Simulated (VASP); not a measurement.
# C in VASP: single point with PBE+D3(BJ)

Aim: the single point of C with PBE+D3(BJ).

Program: VASP 6.6.1. These are calculated values, not measurements. Logs are shortened: lines on timing, memory, paths and dates and some standing lists are left out, and cuts for length are marked.

### Step 1. The cell of the first run

The cell holds a slab with vacuum, 10 atoms: a = 2.465 Å, b = 2.465 Å, c = 30.477 Å, α = 90.00°, β = 90.00°, γ = 120.00°.

### Step 2. Single point, PBE+D3(BJ)

Input file INCAR:

```
SYSTEM = C
PREC     = Accurate       ! precision mode
ENCUT    = 520            ! plane-wave cutoff, eV
EDIFF    = 1E-6           ! SCF threshold, eV
ISMEAR   = 0              ! smearing method
SIGMA    = 0.1            ! smearing width, eV
LREAL    = .False.        ! projectors in reciprocal space
LASPH    = .True.         ! aspherical terms in the spheres
NELM     = 120            ! most SCF steps
ALGO     = Normal         ! electronic algorithm
ISIF     = 2              ! what is computed and relaxed
LWAVE    = .False.        ! write WAVECAR
LCHARG   = .True.         ! write CHGCAR
LDIPOL   = .True.       
IDIPOL   = 3            
DIPOL    = 0.5 0.5 0.500
GGA      = PE             ! functional
IVDW     = 12             ! dispersion correction
LELF     = .True.         ! ELF
LVHAR    = .True.       
LVACPOTAV= .True.       
NBANDS   = 31             ! bands
ISYM     = 0            
GGA_COMPAT= .False.      
NELMDL   = -8
```

Input file KPOINTS:

```
Automatic mesh
0
Gamma
  12 12 1
  0.5 0.5 0
```

Input file POSCAR:

```
C
1.0
    2.4649796655      0.0000000000      0.0000000000
   -1.2324898327      2.1347350101      0.0000000000
    0.0000000000      0.0000000000     30.4768654965
C
10
Direct
    0.0000000000      0.0000000000      0.2789000803
    0.6666666667      0.3333333333      0.2789000726
    0.0000000000      0.0000000000      0.3894500421
    0.3333333333      0.6666666667      0.3894500344
    0.0000000000      0.0000000000      0.5000000039
    0.6666666667      0.3333333333      0.4999999961
    0.0000000000      0.0000000000      0.6105499656
    0.3333333333      0.6666666667      0.6105499579
    0.0000000000      0.0000000000      0.7210999274
    0.6666666667      0.3333333333      0.7210999197
```

Potentials or basis: VASP PAW PBE potentials, release 64 (C).

Run with:

```console
$ cat potpaw_PBE.64/C/POTCAR > POTCAR
$ mpirun -np 1 vasp_std > vasp.out
```

OUTCAR:

```text
SYSTEM = C
   PREC = Accurate
   ENCUT = 520
   EDIFF = 1E-6
   ISMEAR = 0
   LREAL = .False.
   LASPH = .True.
   NELM = 120
   ISIF = 2
   GGA = PE
   IVDW = 12
   ISYM = 0
   NELMDL = -8
 IVDW          = 12

 ion  position               nearest neighbor table
   1  0.000  0.000  0.279-   2 1.42   2 1.42   2 1.42
   2  0.667  0.333  0.279-   1 1.42   1 1.42   1 1.42
   3  0.000  0.000  0.389-   4 1.42   4 1.42   4 1.42
   4  0.333  0.667  0.389-   3 1.42   3 1.42   3 1.42
   5  0.000  0.000  0.500-   6 1.42   6 1.42   6 1.42
   6  0.667  0.333  0.500-   5 1.42   5 1.42   5 1.42
   7  0.000  0.000  0.611-   8 1.42   8 1.42   8 1.42
   8  0.333  0.667  0.611-   7 1.42   7 1.42   7 1.42
   9  0.000  0.000  0.721-  10 1.42  10 1.42  10 1.42
  10  0.667  0.333  0.721-   9 1.42   9 1.42   9 1.42

IMPORTANT INFORMATION: All symmetrisations will be switched off!
NOSYMM: (Re-)initialisation of all symmetry stuff for point group C_1.

----------------------------------------------------------------------------------------

                                     Primitive cell

  volume of cell :     160.3717

  direct lattice vectors                    reciprocal lattice vectors
     2.464979666  0.000000000  0.000000000     0.405682860  0.234221108  0.000000000
    -1.232489833  2.134735010  0.000000000     0.000000000  0.468442217  0.000000000
     0.000000000  0.000000000 30.476865497     0.000000000  0.000000000  0.032811773

  length of vectors
     2.464979666  2.464979665 30.476865497     0.468442217  0.468442217  0.032811773

  position of ions in fractional coordinates (direct lattice)
     0.000000000  0.000000000  0.278900080
     0.666666667  0.333333333  0.278900073
     0.000000000  0.000000000  0.389450042
     0.333333333  0.666666667  0.389450034
     0.000000000  0.000000000  0.500000004
     0.666666667  0.333333333  0.499999996
     0.000000000  0.000000000  0.610549966
     0.333333333  0.666666667  0.610549958
     0.000000000  0.000000000  0.721099927
     0.666666667  0.333333333  0.721099920

  ion indices of the primitive-cell ions
   primitive index   ion index
                 1           1
                 2           2
                 3           3
                 4           4
                 5           5
                 6           6
                 7           7
                 8           8
                 9           9
                10          10

----------------------------------------------------------------------------------------

 KPOINTS: Automatic mesh

Automatic generation of k-mesh.
 Grid dimensions read from file:
 generate k-points for:   12   12    1

 Generating k-lattice:

  Cartesian coordinates                     Fractional coordinates (reciprocal lattice)
     0.033806905  0.019518426  0.000000000     0.083333333  0.000000000  0.000000000
     0.000000000  0.039036851  0.000000000     0.000000000  0.083333333  0.000000000
     0.000000000  0.000000000  0.032811773     0.000000000  0.000000000  1.000000000

  Length of vectors
     0.039036851  0.039036851  0.032811773

  Shift w.r.t. Gamma in fractional coordinates (k-lattice)
     0.500000000  0.500000000  0.000000000

 Subroutine IBZKPT returns following result:
 ===========================================

 Found    216 irreducible k-points:

 Following reciprocal coordinates:
            Coordinates               Weight
  0.041667  0.041667  0.000000      2.000000
 -0.041667  0.083333  0.000000      2.000000
 -0.083333  0.041667  0.000000      2.000000
  0.125000  0.041667  0.000000      2.000000
 -0.041667  0.166667  0.000000      2.000000
 -0.166667  0.125000  0.000000      2.000000
[... 16 lines left out ...]
 -0.041667  0.416667  0.000000      2.000000
 -0.416667  0.375000  0.000000      2.000000
 [... further k-points ...]
   k-points           NKPTS =    216   k-points in BZ     NKDIM =    216   number of bands    NBANDS=     31
   number of dos      NEDOS =    301   number of ions     NIONS =     10
   total plane-waves  NPLWV =  77760
   dimension x,y,z NGX =    18 NGY =   18 NGZ =  240
   dimension x,y,z NGXF=    36 NGYF=   36 NGZF=  480
   ions per type =              10
   NGX,Y,Z   is equivalent  to a cutoff of  12.14, 12.14, 13.09 a.u.
   NGXF,Y,Z  is equivalent  to a cutoff of  24.28, 24.28, 26.18 a.u.
 SYSTEM =  C
   PREC   = accura    normal or accurate (medium, high low for compatibility)
   ISTART =      0    job   : 0-new  1-cont  2-samecut
   ICHARG =      2    charge: 1-file 2-atom 10-const
   ISPIN  =      1    spin polarized calculation?
   LNONCOLLINEAR =      F non collinear calculations
   LSORBIT =      F    spin-orbit coupling
   LASPH  =      T    aspherical Exc in radial PAW
   ENCUT  =  520.0 eV  38.22 Ry    6.18 a.u.   4.58  4.58 56.67*2*pi/ulx,y,z
   NELM   =    120;   NELMIN=  2; NELMDL= -8     # of ELM steps
   EDIFF  = 0.1E-05   stopping-criterion for ELM
   LREAL  =      F    real-space projection
   EDIFFG = 0.1E-04   stopping-criterion for IOM
   NSW    =      0    number of steps for IOM
   IBRION =     -1    ionic relax: 0-MD 1-quasi-New 2-CG
   NFREE  =      0    steps in history (QN), initial steepest desc. (CG)
   ISIF   =      2    stress and relaxation
   ISYM   =      0    0-nonsym 1-usesym 2-fastsym
   POTIM  = 0.5000    time-step for ionic-motion
   TEBEG  =    0.0;   TEEND  =   0.0 temperature during run
   PSTRESS=    0.0 pullay stress
   NELECT =      40.0000    total number of electrons
   NUPDOWN=      -1.0000    fix difference up-down
   EMIN   =  10.00;   EMAX   =-10.00  energy-range for DOS
   EFERMI =   0.00;   METHOD = LEGACY
   ISMEAR =     0;   SIGMA  =   0.10  broadening in eV -4-tet -1-fermi 0-gaus
   EFERMI_NEDOS =   21; number of points for ismear=-14 and -15
   IALGO  =     38    algorithm
   IMIX   =      4    mixing-type and parameters
     AMIX     =   0.40;   BMIX     =  1.00
     AMIX_MAG =   1.60;   BMIX_MAG =  1.00
  volume/ion in A,a.u.               =      16.04       108.22
  Fermi-wavevector in a.u.,A,eV,Ry     =   1.030510  1.947382 14.448724  1.061951
  Thomas-Fermi vector in A             =   2.164612
   LORBIT       =      0    0 simple, 1 ext, 2 COOP (PROOUT), +10 PAW based schemes
   GGA     = PE    functional components
   LHFCALC =     F    Hartree Fock is set to
   AEXX    =    0.0000 exact exchange contribution
   IVDW    =    12    specifies the selected vdW correction
   LEPSILON=     F    determine dielectric tensor
   LRPA    =     F    only Hartree local field effects (RPA)
 non-spin polarized calculation
 Gauss-broadening in eV      SIGMA  =   0.10
  energy-cutoff  :      520.00
  volume of cell :      160.37
 maximum number of plane-waves:      4376
   NGX =  9   NGY =  9   NGZ =113

 dipolmoment           0.000000      0.000000     -0.000000 electrons x Angstroem

 number of electron      39.9999991 magnetization

 dipolmoment           0.000000      0.000000      0.000000 electrons x Angstroem

 Free energy of the ion-electron system (eV)
  ---------------------------------------------------
  ext. energy  EPLUGINS =         0.00000000
  ---------------------------------------------------
  free energy    TOTEN  =       -92.15539848 eV

  energy without entropy =      -92.15539848  energy(sigma->0) =      -92.15539848

 E-fermi :   0.7075     XC(G=0):  -5.9693

 val. band max:        0.2627670004   @ k =   0.2917   0.3750   0.0000
 cond. band min:       1.1280156617   @ k =   0.2917   0.3750   0.0000
 fundamental gap:      0.8652486613
 Fermi energy:         0.7075199908

 k-point     1 :       0.0417    0.0417    0.0000
  band No.  band energies     occupation
      1     -18.8642      2.00000
      2     -18.8091      2.00000
      3     -18.7352      2.00000
      4     -18.6641      2.00000
      5     -18.6141      2.00000
      6      -7.5933      2.00000
[... 23 lines left out ...]
     30       9.0466      0.00000
     31       9.0963      0.00000

 k-point     2 :      -0.0417    0.0833    0.0000
  band No.  band energies     occupation
      1     -18.8642      2.00000
      2     -18.8091      2.00000
      3     -18.7352      2.00000
      4     -18.6641      2.00000
      5     -18.6141      2.00000
      6      -7.5933      2.00000
[... 23 lines left out ...]
     30       9.0564      0.00000
     31       9.1000      0.00000

 k-point     3 :      -0.0833    0.0417    0.0000
  band No.  band energies     occupation
      1     -18.8642      2.00000
      2     -18.8091      2.00000
      3     -18.7352      2.00000
      4     -18.6641      2.00000
      5     -18.6141      2.00000
      6      -7.5933      2.00000
[... 23 lines left out ...]
     30       9.0468      0.00000
     31       9.0995      0.00000

 k-point     4 :       0.1250    0.0417    0.0000
  band No.  band energies     occupation
      1     -18.4516      2.00000
      2     -18.3978      2.00000
      3     -18.3257      2.00000
      4     -18.2564      2.00000
      5     -18.2078      2.00000
      6      -7.0948      2.00000
[... 635 lines left out ...]
     30       8.5012      0.00000
     31       9.2140      0.00000

 k-point    23 :      -0.0417    0.4167    0.0000
  band No.  band energies     occupation
      1     -15.3178      2.00000
      2     -15.2739      2.00000
      3     -15.2156      2.00000
      4     -15.1604      2.00000
      5     -15.1224      2.00000
      6     -10.6066      2.00000
[... 23 lines left out ...]
     30       8.5012      0.00000
     31       9.2140      0.00000

 k-point    24 :      -0.4167    0.3750    0.0000
  band No.  band energies     occupation
      1     -15.3178      2.00000
      2     -15.2739      2.00000
      3     -15.2156      2.00000
      4     -15.1604      2.00000
      5     -15.1224      2.00000
      6     -10.6066      2.00000
[... 23 lines left out ...]
     30       8.5012      0.00000
     31       9.2140      0.00000

 [... further k-points ...]

------------------------ aborting loop because EDIFF is reached ----------------------------------------

 Edisp (eV)   -1.40789

 E8    (eV) :    -0.4073

  FORCE on cell =-STRESS in cart. coord.  units (eV):
  Direction    XX          YY          ZZ          XY          YZ          ZX
  --------------------------------------------------------------------------------------
  -------------------------------------------------------------------------------------
  Total       0.40026     0.40024     0.02586    -0.00001     0.00000    -0.00000
  in kB       3.99879     3.99860     0.25831    -0.00015     0.00000    -0.00000
  external pressure =        2.75 kB  Pullay stress =        0.00 kB

 VOLUME and BASIS-vectors are now :
 -----------------------------------------------------------------------------
  energy-cutoff  :      520.00
  volume of cell :      160.37
      direct lattice vectors                 reciprocal lattice vectors
     2.464979666  0.000000000  0.000000000     0.405682860  0.234221108  0.000000000
    -1.232489833  2.134735010  0.000000000     0.000000000  0.468442217  0.000000000
     0.000000000  0.000000000 30.476865497     0.000000000  0.000000000  0.032811773

 POSITION                                       TOTAL-FORCE (eV/Angst)
 -----------------------------------------------------------------------------------
      0.00000      0.00000      8.50000        -0.000001      0.000001      0.001264
      1.23249      0.71158      8.50000         0.000001     -0.000001     -0.009867
      0.00000      0.00000     11.86922         0.000001     -0.000000      0.002632
     -0.00000      1.42316     11.86922        -0.000001      0.000000      0.002940
      0.00000      0.00000     15.23843        -0.000001      0.000000     -0.000004
      1.23249      0.71158     15.23843         0.000001     -0.000000      0.000004
      0.00000      0.00000     18.60765         0.000001     -0.000001     -0.002639
     -0.00000      1.42316     18.60765        -0.000001      0.000001     -0.002931
      0.00000      0.00000     21.97687        -0.000001      0.000001     -0.001273
      1.23249      0.71158     21.97687         0.000001     -0.000001      0.009874
 -----------------------------------------------------------------------------------
    total drift:                               -0.000000      0.000000     -0.000004

  FREE ENERGIE OF THE ION-ELECTRON SYSTEM (eV)
  ---------------------------------------------------
  free  energy   TOTEN  =       -93.5632898790 eV

  energy  without entropy=      -93.5632898789  energy(sigma->0) =      -93.56328988

 vacuum level on the upper side and lower side of the slab         4.942         4.942
```

It took 33 min on 1 thread of Oxide Virtual Turin-like, shared host; peak memory 0.74 GiB.

Results:

* Free energy: -93.5633 eV
* Largest force: 0.010 eV/Å
* Dispersion energy per atom: -0.141 eV

Forces on the atoms (eV/Å):
```
C    0.000  0.000  0.001
C    0.000  0.000 -0.010
C    0.000  0.000  0.003
C    0.000  0.000  0.003
C    0.000  0.000  0.000
C    0.000  0.000  0.000
C    0.000  0.000 -0.003
C    0.000  0.000 -0.003
C    0.000  0.000 -0.001
C    0.000  0.000  0.010
```
